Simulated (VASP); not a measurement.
# Ti (Fd-3m) in VASP: a series of runs

The runs below take Ti through single point, with PBEsol.

All numbers are computed with VASP 6.6.1; they aren't measurements. Logs are shortened: lines on timing, memory, paths and dates and some standing lists are left out, and cuts for length are marked.

## (1) The cell of the first run

It takes space group Fd-3m (No. 227, cubic). Conventional cell: a = 5.459 Å, b = 5.459 Å, c = 5.459 Å, α = 90.00°, β = 90.00°, γ = 90.00°. Within 3.1 Å of Ti (site symmetry -43m) lie 4 Ti at 2.36 Å.

## (2) Single point, PBEsol (volume scaled by 0.96)

Contents of INCAR:

```
SYSTEM = Ti
PREC     = Accurate       ! precision mode
ENCUT    = 520            ! plane-wave cutoff, eV
EDIFF    = 1E-7           ! SCF threshold, eV
ISMEAR   = -1             ! smearing method
SIGMA    = 0.1            ! smearing width, eV
LREAL    = .False.        ! projectors in reciprocal space
LASPH    = .True.         ! aspherical terms in the spheres
NELM     = 100            ! most SCF steps
ALGO     = Normal         ! electronic algorithm
ISIF     = 2              ! what is computed and relaxed
LWAVE    = .False.        ! write WAVECAR
LCHARG   = .False.        ! write CHGCAR
GGA      = PS             ! functional
NBANDS   = 19             ! bands
```

Contents of KPOINTS:

```
Automatic mesh
0
Gamma
  11 11 11
  0 0 0
```

Contents of POSCAR:

```
Ti
1.0
    0.0000000000      2.7294707805      2.7294707805
    2.7294707805      0.0000000000      2.7294707805
    2.7294707805      2.7294707805      0.0000000000
Ti
2
Direct
    0.1250000000      0.1250000000      0.1250000000
    0.8750000000      0.8750000000      0.8750000000
```

Potentials or basis: VASP PAW PBE potentials, release 64 (Ti_sv).

Command:

```console
$ cat potpaw_PBE.64/Ti_sv/POTCAR > POTCAR
$ mpirun -np 1 vasp_std > vasp.out
```

OUTCAR:

```text
SYSTEM = Ti
   PREC = Accurate
   ENCUT = 520
   EDIFF = 1E-7
   ISMEAR = -1
   LREAL = .False.
   LASPH = .True.
   NELM = 100
   ISIF = 2
   GGA = PS

 ion  position               nearest neighbor table
   1  0.125  0.125  0.125-   2 2.36   2 2.36   2 2.36   2 2.36
   2  0.875  0.875  0.875-   1 2.36   1 2.36   1 2.36   1 2.36

  LATTYP: Found a face centered cubic cell.
 ALAT       =     5.4589415610

  Lattice vectors:

 A1 = (   0.0000000000,   2.7294707805,   2.7294707805)
 A2 = (   2.7294707805,   0.0000000000,   2.7294707805)
 A3 = (   2.7294707805,   2.7294707805,   0.0000000000)

Analysis of symmetry for initial positions (statically):
=====================================================================
 Subroutine PRICEL returns:
 Original cell was already a primitive cell.

 Routine SETGRP: Setting up the symmetry group for a
 face centered cubic supercell.

 Subroutine GETGRP returns: Found 48 space group operations
 (whereof 12 operations were pure point group operations)
 out of a pool of 48 trial point group operations.

The static configuration has the point symmetry D_3d.
 The point group associated with its full space group is O_h .

Analysis of symmetry for dynamics (positions and initial velocities):
=====================================================================
 Subroutine PRICEL returns:
 Original cell was already a primitive cell.

 Routine SETGRP: Setting up the symmetry group for a
 face centered cubic supercell.

 Subroutine GETGRP returns: Found 48 space group operations
 (whereof 12 operations were pure point group operations)
 out of a pool of 48 trial point group operations.

The dynamic configuration has the point symmetry D_3d.
 The point group associated with its full space group is O_h .

 Subroutine INISYM returns: Found 48 space group operations
 (whereof 12 operations are pure point group operations),
 and found     1 'primitive' translations

----------------------------------------------------------------------------------------

                                     Primitive cell

  volume of cell :      40.6692

  direct lattice vectors                    reciprocal lattice vectors
     0.000000000  2.729470780  2.729470780    -0.183185694  0.183185694  0.183185694
     2.729470780  0.000000000  2.729470780     0.183185694 -0.183185694  0.183185694
     2.729470780  2.729470780  0.000000000     0.183185694  0.183185694 -0.183185694

  length of vectors
     3.860054596  3.860054596  3.860054596     0.317286930  0.317286930  0.317286930

  position of ions in fractional coordinates (direct lattice)
     0.125000000  0.125000000  0.125000000
     0.875000000  0.875000000  0.875000000

  ion indices of the primitive-cell ions
   primitive index   ion index
                 1           1
                 2           2

----------------------------------------------------------------------------------------

 KPOINTS: Automatic mesh

Automatic generation of k-mesh.
 Grid dimensions read from file:
 generate k-points for:   11   11   11

 Generating k-lattice:

  Cartesian coordinates                     Fractional coordinates (reciprocal lattice)
    -0.016653245  0.016653245  0.016653245     0.090909091  0.000000000  0.000000000
     0.016653245 -0.016653245  0.016653245     0.000000000  0.090909091  0.000000000
     0.016653245  0.016653245 -0.016653245     0.000000000  0.000000000  0.090909091

  Length of vectors
     0.028844266  0.028844266  0.028844266

  Shift w.r.t. Gamma in fractional coordinates (k-lattice)
     0.000000000  0.000000000  0.000000000

 Subroutine IBZKPT returns following result:
 ===========================================

 Found     56 irreducible k-points:

 Following reciprocal coordinates:
            Coordinates               Weight
  0.000000  0.000000  0.000000      1.000000
  0.090909  0.000000  0.000000      8.000000
  0.181818  0.000000  0.000000      8.000000
  0.272727  0.000000  0.000000      8.000000
  0.363636  0.000000  0.000000      8.000000
  0.454545  0.000000  0.000000      8.000000
[... 16 lines left out ...]
 -0.272727  0.181818  0.000000     24.000000
 -0.181818  0.181818  0.000000     12.000000
 [... further k-points ...]
   k-points           NKPTS =     56   k-points in BZ     NKDIM =     56   number of bands    NBANDS=     19
   number of dos      NEDOS =    301   number of ions     NIONS =      2
   total plane-waves  NPLWV =  27000
   dimension x,y,z NGX =    30 NGY =   30 NGZ =   30
   dimension x,y,z NGXF=    60 NGYF=   60 NGZF=   60
   ions per type =               2
   NGX,Y,Z   is equivalent  to a cutoff of  12.92, 12.92, 12.92 a.u.
   NGXF,Y,Z  is equivalent  to a cutoff of  25.84, 25.84, 25.84 a.u.
 SYSTEM =  Ti
   PREC   = accura    normal or accurate (medium, high low for compatibility)
   ISTART =      0    job   : 0-new  1-cont  2-samecut
   ICHARG =      2    charge: 1-file 2-atom 10-const
   ISPIN  =      1    spin polarized calculation?
   LNONCOLLINEAR =      F non collinear calculations
   LSORBIT =      F    spin-orbit coupling
   LASPH  =      T    aspherical Exc in radial PAW
   ENCUT  =  520.0 eV  38.22 Ry    6.18 a.u.   7.18  7.18  7.18*2*pi/ulx,y,z
   NELM   =    100;   NELMIN=  2; NELMDL= -5     # of ELM steps
   EDIFF  = 0.1E-06   stopping-criterion for ELM
   LREAL  =      F    real-space projection
   EDIFFG = 0.1E-05   stopping-criterion for IOM
   NSW    =      0    number of steps for IOM
   IBRION =     -1    ionic relax: 0-MD 1-quasi-New 2-CG
   NFREE  =      0    steps in history (QN), initial steepest desc. (CG)
   ISIF   =      2    stress and relaxation
   ISYM   =      2    0-nonsym 1-usesym 2-fastsym
   POTIM  = 0.5000    time-step for ionic-motion
   TEBEG  =    0.0;   TEEND  =   0.0 temperature during run
   PSTRESS=    0.0 pullay stress
   NELECT =      24.0000    total number of electrons
   NUPDOWN=      -1.0000    fix difference up-down
   EMIN   =  10.00;   EMAX   =-10.00  energy-range for DOS
   EFERMI =   0.00;   METHOD = LEGACY
   ISMEAR =    -1;   SIGMA  =   0.10  broadening in eV -4-tet -1-fermi 0-gaus
   EFERMI_NEDOS =   21; number of points for ismear=-14 and -15
   IALGO  =     38    algorithm
   IMIX   =      4    mixing-type and parameters
     AMIX     =   0.40;   BMIX     =  1.00
     AMIX_MAG =   1.60;   BMIX_MAG =  1.00
  volume/ion in A,a.u.               =      20.33       137.22
  Fermi-wavevector in a.u.,A,eV,Ry     =   1.373167  2.594910 25.654989  1.885589
  Thomas-Fermi vector in A             =   2.498709
   LORBIT       =      0    0 simple, 1 ext, 2 COOP (PROOUT), +10 PAW based schemes
   GGA     = PS    functional components
   LHFCALC =     F    Hartree Fock is set to
   AEXX    =    0.0000 exact exchange contribution
   IVDW    =     0    specifies the selected vdW correction
   LEPSILON=     F    determine dielectric tensor
   LRPA    =     F    only Hartree local field effects (RPA)
 non-spin polarized calculation
  energy-cutoff  :      520.00
  volume of cell :       40.67
 maximum number of plane-waves:      1113
 NGX is ok and might be reduce to    30
   NGX = 15   NGY = 15   NGZ = 15

 number of electron      24.0000007 magnetization

 Free energy of the ion-electron system (eV)
  ---------------------------------------------------
  ext. energy  EPLUGINS =         0.00000000
  ---------------------------------------------------
  free energy    TOTEN  =       -11.99728522 eV

  energy without entropy =      -11.81142482  energy(sigma->0) =      -11.90435502

 E-fermi :   6.2641     XC(G=0): -10.6032

 val. band max:        6.2639319736   @ k =   0.4545   0.1818   0.0000
 cond. band min:       6.2707933507   @ k =  -0.2727   0.4545   0.1818
 fundamental gap:      0.0068613771
 Fermi energy:         6.2640582533

 k-point     1 :       0.0000    0.0000    0.0000
  band No.  band energies     occupation
      1     -50.2037      2.00000
      2     -49.4594      2.00000
      3     -26.7870      2.00000
      4     -26.7870      2.00000
      5     -26.7870      2.00000
      6     -25.8054      2.00000
[... 11 lines left out ...]
     18      10.6835      0.00000
     19      10.6835      0.00000

 k-point     2 :       0.0909    0.0000    0.0000
  band No.  band energies     occupation
      1     -50.1928      2.00000
      2     -49.4710      2.00000
      3     -26.7982      2.00000
      4     -26.7982      2.00000
      5     -26.7883      2.00000
      6     -25.8055      2.00000
[... 11 lines left out ...]
     18      10.6736      0.00000
     19      10.6736      0.00000

 k-point     3 :       0.1818    0.0000    0.0000
  band No.  band energies     occupation
      1     -50.1617      2.00000
      2     -49.5041      2.00000
      3     -26.8271      2.00000
      4     -26.8271      2.00000
      5     -26.7926      2.00000
      6     -25.8050      2.00000
[... 11 lines left out ...]
     18      10.6349      0.00000
     19      10.6349      0.00000

 k-point     4 :       0.2727    0.0000    0.0000
  band No.  band energies     occupation
      1     -50.1153      2.00000
      2     -49.5529      2.00000
      3     -26.8626      2.00000
      4     -26.8626      2.00000
      5     -26.7997      2.00000
      6     -25.8026      2.00000
[... 11 lines left out ...]
     18      10.5452      0.00000
     19      10.5452      0.00000

 k-point     5 :       0.3636    0.0000    0.0000
  band No.  band energies     occupation
      1     -50.0643      2.00000
      2     -49.6062      2.00000
      3     -26.8932      2.00000
      4     -26.8932      2.00000
      5     -26.8075      2.00000
      6     -25.7988      2.00000
[... 11 lines left out ...]
     18      10.3874      0.00000
     19      10.3874      0.00000
[... 334 lines left out ...]
      2     -49.6893      2.00000
      3     -27.0223      2.00000
      4     -26.9493      2.00000
      5     -26.6336      2.00000
      6     -25.9629      2.00000
[... 11 lines left out ...]
     18      10.2067      0.00000
     19      10.3332      0.00000

 k-point    22 :      -0.3636    0.1818    0.0000
  band No.  band energies     occupation
      1     -50.0005      2.00000
      2     -49.6721      2.00000
      3     -27.0218      2.00000
      4     -26.9286      2.00000
      5     -26.6509      2.00000
      6     -25.9444      2.00000
[... 11 lines left out ...]
     18       9.7202      0.00000
     19      10.6561      0.00000

 k-point    23 :      -0.2727    0.1818    0.0000
  band No.  band energies     occupation
      1     -50.0470      2.00000
      2     -49.6242      2.00000
      3     -26.9952      2.00000
      4     -26.8959      2.00000
      5     -26.6835      2.00000
      6     -25.9121      2.00000
[... 11 lines left out ...]
     18       9.6730      0.00000
     19      10.8193      0.00000

 k-point    24 :      -0.1818    0.1818    0.0000
  band No.  band energies     occupation
      1     -50.0978      2.00000
      2     -49.5713      2.00000
      3     -26.9460      2.00000
      4     -26.8606      2.00000
      5     -26.7244      2.00000
      6     -25.8723      2.00000
[... 11 lines left out ...]
     18      10.0302      0.00000
     19      10.8488      0.00000

 [... further k-points ...]

------------------------ aborting loop because EDIFF is reached ----------------------------------------

  FORCE on cell =-STRESS in cart. coord.  units (eV):
  Direction    XX          YY          ZZ          XY          YZ          ZX
  --------------------------------------------------------------------------------------
  -------------------------------------------------------------------------------------
  Total        0.4306498      0.4306498      0.4306498     -0.0000000      0.0000000     -0.0000000
  in kB       16.9656114     16.9656114     16.9656114     -0.0000000      0.0000000     -0.0000000
  external PRESSURE =      16.9656114 kB  Pullay stress =       0.0000000 kB

 VOLUME and BASIS-vectors are now :
 -----------------------------------------------------------------------------
  energy-cutoff  :      520.00
  volume of cell :       40.67
      direct lattice vectors                 reciprocal lattice vectors
     0.000000000  2.729470780  2.729470780    -0.183185694  0.183185694  0.183185694
     2.729470780  0.000000000  2.729470780     0.183185694 -0.183185694  0.183185694
     2.729470780  2.729470780  0.000000000     0.183185694  0.183185694 -0.183185694

 POSITION                                       TOTAL-FORCE (eV/Angst)
 -----------------------------------------------------------------------------------
      0.68237      0.68237      0.68237         0.000000      0.000000      0.000000
      4.77657      4.77657      4.77657        -0.000000     -0.000000     -0.000000
 -----------------------------------------------------------------------------------
    total drift:                               -0.000000      0.000000      0.000000

  FREE ENERGIE OF THE ION-ELECTRON SYSTEM (eV)
  ---------------------------------------------------
  free  energy   TOTEN  =       -11.9972852248 eV

  energy  without entropy=      -11.8114248173  energy(sigma->0) =      -11.90435502
```

Wall time 42 s (1 thread of Intel Xeon Platinum 8375C at 2.90GHz (Ice Lake), shared host); peak memory 0.18 GiB.

Results:

```yaml
Free_energy: -11.9973 eV
Pressure: 1.7 GPa
Band_gap_on_the_k_mesh: zero (band 12 reaches 6.40 eV, above the bottom of band 13 at 6.11 eV)
```

Caveat: the PAW data sets were made with another functional, which shifts forces and pressure a little.

[end of part 1 of 2]
